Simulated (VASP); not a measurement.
# TaN (P6_3mc) in VASP: a series of runs

The runs below take TaN through single point, with PBE.

Everything below comes from runs of VASP 6.6.1. Logs are shortened: lines on timing, memory, paths and dates and some standing lists are left out, and cuts for length are marked.

## 1. The cell of the first run

The structure is hexagonal, space group P6_3mc (No. 186). The conventional cell has a = 3.152 Å, b = 3.152 Å, c = 6.104 Å, α = 90.00°, β = 90.00°, γ = 120.00°. Within 2.6 Å of Ta (site symmetry 3m) lie 4 N at 1.98 to 2.11 Å. N (site symmetry 3m) has 4 Ta at 1.98 to 2.11 Å within 2.6 Å.

## 2. Single point, PBE

INCAR

```
SYSTEM = TaN
PREC = Accurate ; ENCUT = 520
EDIFF = 1E-7 ; ISMEAR = 0
SIGMA = 0.1 ; LREAL = .False.
LASPH = .True. ; NELM = 60
ALGO = Normal ; ISIF = 2
LWAVE = .False. ; LCHARG = .True.
GGA = PE ; LELF = .True.
LVHAR = .True. ; NBANDS = 24
```

KPOINTS

```
Automatic mesh
0
Gamma
  18 18 8
  0 0 0
```

POSCAR

```
TaN
1.0
    3.1522049234      0.0000000000      0.0000000000
   -1.5761024617      2.7298895416      0.0000000000
    0.0000000000      0.0000000000      6.1042997619
Ta N
2 2
Direct
    0.0000000000      0.0000000000      0.0255316884
    0.3333333333      0.6666666667      0.5255316884
    0.0000000000      0.0000000000      0.3494683116
    0.3333333333      0.6666666667      0.8494683116
```

Potentials or basis: VASP PAW PBE potentials, release 64 (Ta_pv, N).

On the command line:

```console
$ cat potpaw_PBE.64/Ta_pv/POTCAR potpaw_PBE.64/N/POTCAR > POTCAR
$ mpirun -np 1 vasp_std > vasp.out
```

OUTCAR:

```text
SYSTEM = TaN
   PREC = Accurate
   ENCUT = 520
   EDIFF = 1E-7
   ISMEAR = 0
   LREAL = .False.
   LASPH = .True.
   NELM = 60
   ISIF = 2
   GGA = PE

 ion  position               nearest neighbor table
   1  0.000  0.000  0.026-   3 1.98   4 2.11   4 2.11   4 2.11   2 3.55   2 3.55   2 3.55   2 3.55
                             2 3.55   2 3.55
   2  0.333  0.667  0.526-   4 1.98   3 2.11   3 2.11   3 2.11   1 3.55   1 3.55   1 3.55   1 3.55
                             1 3.55   1 3.55
   3  0.000  0.000  0.349-   1 1.98   2 2.11   2 2.11   2 2.11
   4  0.333  0.667  0.849-   2 1.98   1 2.11   1 2.11   1 2.11

  LATTYP: Found a hexagonal cell.
 ALAT       =     3.1522049234
 C/A-ratio  =     1.9365174252

  Lattice vectors:

 A1 = (   3.1522049234,   0.0000000000,   0.0000000000)
 A2 = (  -1.5761024617,   2.7298895416,   0.0000000000)
 A3 = (   0.0000000000,   0.0000000000,   6.1042997619)

Analysis of symmetry for initial positions (statically):
=====================================================================
 Subroutine PRICEL returns:
 Original cell was already a primitive cell.

 Routine SETGRP: Setting up the symmetry group for a
 hexagonal supercell.

 Subroutine GETGRP returns: Found 12 space group operations
 (whereof  6 operations were pure point group operations)
 out of a pool of 24 trial point group operations.

The static configuration has the point symmetry C_3v.
 The point group associated with its full space group is C_6v.

Analysis of symmetry for dynamics (positions and initial velocities):
=====================================================================
 Subroutine PRICEL returns:
 Original cell was already a primitive cell.

 Routine SETGRP: Setting up the symmetry group for a
 hexagonal supercell.

 Subroutine GETGRP returns: Found 12 space group operations
 (whereof  6 operations were pure point group operations)
 out of a pool of 24 trial point group operations.

The dynamic configuration has the point symmetry C_3v.
 The point group associated with its full space group is C_6v.

 Subroutine INISYM returns: Found 12 space group operations
 (whereof  6 operations are pure point group operations),
 and found     1 'primitive' translations

----------------------------------------------------------------------------------------

                                     Primitive cell

  volume of cell :      52.5285

  direct lattice vectors                    reciprocal lattice vectors
     3.152204923  0.000000000  0.000000000     0.317238258  0.183157594  0.000000000
    -1.576102462  2.729889542  0.000000000     0.000000000  0.366315188  0.000000000
[... 94 lines left out ...]
   NFREE  =      0    steps in history (QN), initial steepest desc. (CG)
   ISIF   =      2    stress and relaxation
   ISYM   =      2    0-nonsym 1-usesym 2-fastsym
   POTIM  = 0.5000    time-step for ionic-motion
   TEBEG  =    0.0;   TEEND  =   0.0 temperature during run
   PSTRESS=    0.0 pullay stress
   NELECT =      32.0000    total number of electrons
   NUPDOWN=      -1.0000    fix difference up-down
   EMIN   =  10.00;   EMAX   =-10.00  energy-range for DOS
   EFERMI =   0.00;   METHOD = LEGACY
   ISMEAR =     0;   SIGMA  =   0.10  broadening in eV -4-tet -1-fermi 0-gaus
   EFERMI_NEDOS =   21; number of points for ismear=-14 and -15
   IALGO  =     38    algorithm
   IMIX   =      4    mixing-type and parameters
     AMIX     =   0.40;   BMIX     =  1.00
     AMIX_MAG =   1.60;   BMIX_MAG =  1.00
  volume/ion in A,a.u.               =      13.13        88.62
  Fermi-wavevector in a.u.,A,eV,Ry     =   1.387798  2.622559 26.204607  1.925984
  Thomas-Fermi vector in A             =   2.511985
   LORBIT       =      0    0 simple, 1 ext, 2 COOP (PROOUT), +10 PAW based schemes
   GGA     = PE    functional components
   LHFCALC =     F    Hartree Fock is set to
   AEXX    =    0.0000 exact exchange contribution
   IVDW    =     0    specifies the selected vdW correction
   LEPSILON=     F    determine dielectric tensor
   LRPA    =     F    only Hartree local field effects (RPA)
 non-spin polarized calculation
 Gauss-broadening in eV      SIGMA  =   0.10
  energy-cutoff  :      520.00
  volume of cell :       52.53
 maximum number of plane-waves:      1431
 NGX is ok and might be reduce to    24

 number of electron      31.9999998 magnetization

 Free energy of the ion-electron system (eV)
  ---------------------------------------------------
  ext. energy  EPLUGINS =         0.00000000
  ---------------------------------------------------
  free energy    TOTEN  =       -43.37821354 eV

  energy without entropy =      -43.37437875  energy(sigma->0) =      -43.37629614

 E-fermi :   6.4429     XC(G=0): -12.1008

 val. band max:        6.4009474371   @ k =   0.1111   0.0000   0.1250
 cond. band min:       6.4463838935   @ k =   0.0556   0.0000   0.0000
 fundamental gap:      0.0454364564
 Fermi energy:         6.4429394491

 k-point     1 :       0.0000    0.0000    0.0000
  band No.  band energies     occupation
      1     -29.1821      2.00000
      2     -28.8558      2.00000
      3     -28.6140      2.00000
      4     -28.6140      2.00000
      5     -28.5867      2.00000
      6     -28.5867      2.00000
[... 637 lines left out ...]
     23      11.6234      0.00000
     24      12.3956      0.00000

 [... further k-points ...]

------------------------ aborting loop because EDIFF is reached ----------------------------------------

  FORCE on cell =-STRESS in cart. coord.  units (eV):
  Direction    XX          YY          ZZ          XY          YZ          ZX
  --------------------------------------------------------------------------------------
  -------------------------------------------------------------------------------------
  Total        0.1081153      0.1081153      0.2904604      0.0000000      0.0000000      0.0000000
  in kB        3.2976347      3.2976347      8.8593571      0.0000000      0.0000000      0.0000000
  external PRESSURE =       5.1515422 kB  Pullay stress =       0.0000000 kB

 VOLUME and BASIS-vectors are now :
 -----------------------------------------------------------------------------
  energy-cutoff  :      520.00
  volume of cell :       52.53
      direct lattice vectors                 reciprocal lattice vectors
     3.152204923  0.000000000  0.000000000     0.317238258  0.183157594  0.000000000
    -1.576102462  2.729889542  0.000000000     0.000000000  0.366315188  0.000000000
     0.000000000  0.000000000  6.104299762     0.000000000  0.000000000  0.163818954

 POSITION                                       TOTAL-FORCE (eV/Angst)
 -----------------------------------------------------------------------------------
      0.00000      0.00000      0.15585         0.000000     -0.000000     -0.023747
     -0.00000      1.81993      3.20800         0.000000     -0.000000     -0.023747
      0.00000      0.00000      2.13326        -0.000000     -0.000000      0.023747
     -0.00000      1.81993      5.18541        -0.000000      0.000000      0.023747
 -----------------------------------------------------------------------------------
    total drift:                                0.000000     -0.000000      0.000030

  FREE ENERGIE OF THE ION-ELECTRON SYSTEM (eV)
  ---------------------------------------------------
  free  energy   TOTEN  =       -43.3782135406 eV

  energy  without entropy=      -43.3743787492  energy(sigma->0) =      -43.37629614
```

It took 72 s on 1 thread of Intel Xeon 6975P-C (Granite Rapids), shared host; peak memory 0.32 GiB.

Results:

- Free energy: -43.3782 eV
- Pressure: 0.5 GPa
- Largest force: 0.024 eV/Å
- Band gap on the k mesh: zero (bands 16 and 17 overlap by 0.43 eV)

Forces on the atoms (eV/Å):
```
Ta   0.000  0.000 -0.024
Ta   0.000  0.000 -0.024
N    0.000  0.000  0.024
N    0.000  0.000  0.024
```

Stress tensor (GPa, compression positive):
```
0.33 0.00 0.00
0.00 0.33 0.00
0.00 0.00 0.89
```

Levels at points of the mesh, in eV from the Fermi level:
```tsv
k point	band 12	band 13	band 14	band 15	band 16	band 17	band 18	band 19	band 20	band 21
(0.00, 0.00, 0.00)	-5.33	-4.47	-4.47	-0.85	-0.70	0.14	0.14	2.17	2.17	2.75
(0.50, 0.00, 0.00)	-5.55	-4.76	-3.66	-2.28	-0.51	1.16	2.15	2.63	3.36	3.87
(0.00, 0.00, 0.50)	-4.95	-4.95	-4.95	0.19	0.19	0.96	0.96	0.96	0.96	4.61
(0.50, 0.00, 0.50)	-5.43	-4.75	-4.75	-0.93	-0.93	1.47	1.47	3.26	3.26	4.53
```

Caveat: spin-orbit coupling is left out, which moves the levels of the heavy elements.

## 3. Single point, PBE

This run uses another cell than the first one: it holds 8 atoms, not 4.

INCAR

```
SYSTEM = TaN
PREC = Accurate ; ENCUT = 520
EDIFF = 1E-6 ; ISMEAR = 0
SIGMA = 0.1 ; LREAL = .FALSE.
LASPH = .TRUE. ; NELM = 100
ALGO = Normal ; ISIF = 2
LWAVE = .FALSE. ; LCHARG = .FALSE.
GGA = PE ; NBANDS = 42
```

KPOINTS

```
regular mesh
0
G
  18 18 4
  0 0 0
```

POSCAR

```
TaN
1.0
    3.1618835964      0.0000000000      0.0000000000
   -1.5809417982      2.7382715183      0.0000000000
    0.0000000000      0.0000000000     12.1741807830
Ta N
4 4
Direct
    0.0000000000      0.0000000000      0.0124309704
    0.3333333333      0.6666666667      0.2620764295
    0.6666666667      0.3333333333      0.5124309704
    0.3333333333      0.6666666667      0.7620764295
    0.0000000000      0.0000000000      0.1761282482
    0.3333333333      0.6666666667      0.4243643519
    0.6666666667      0.3333333333      0.6761282482
    0.3333333333      0.6666666667      0.9243643519
```

Potentials or basis: VASP PAW PBE potentials, release 64 (Ta_pv, N).

On the command line:

```console
$ cat potpaw_PBE.64/Ta_pv/POTCAR potpaw_PBE.64/N/POTCAR > POTCAR
$ mpirun -np 1 vasp_std > vasp.out
```

Run time: 3.2 min. Hardware: 1 thread of Intel Xeon 6975P-C (Granite Rapids), shared host; peak memory 0.48 GiB.

The run converged. Its results:

| Item | Value |
| --- | --- |
| Free energy | -86.4022 eV |
| Pressure | 0.6 GPa |
| Largest force | 0.029 eV/Å |
| Band gap on the k mesh | zero (bands 32 and 33 overlap by 0.41 eV) |

Forces on the atoms (eV/Å):
```
Ta   0.000  0.000 -0.014
Ta   0.000  0.000 -0.024
Ta   0.000  0.000 -0.014
Ta   0.000  0.000 -0.024
N    0.000  0.000  0.010
N    0.000  0.000  0.029
N    0.000  0.000  0.010
N    0.000  0.000  0.029
```

Stress tensor (GPa, compression positive):
```
0.41 0.00 0.00
0.00 0.41 0.00
0.00 0.00 0.89
```

Levels at points of the mesh, in eV from the Fermi level:
```tsv
k point	band 30	band 31	band 32	band 33	band 34	band 35
(0.00, 0.00, 0.00)	-0.61	0.25	0.32	0.45	0.45	0.54
(0.50, 0.00, 0.00)	-1.16	-0.83	-0.43	1.26	1.27	1.81
(0.00, 0.00, 0.50)	-0.40	-0.09	-0.09	0.52	0.52	0.52
(0.50, 0.00, 0.50)	-1.67	-0.55	-0.55	1.30	1.30	1.88
```

Caveat: spin-orbit coupling is left out, which moves the levels of the heavy elements.

The gap in the log of VASP goes by the Fermi energy; the results here count the filled bands.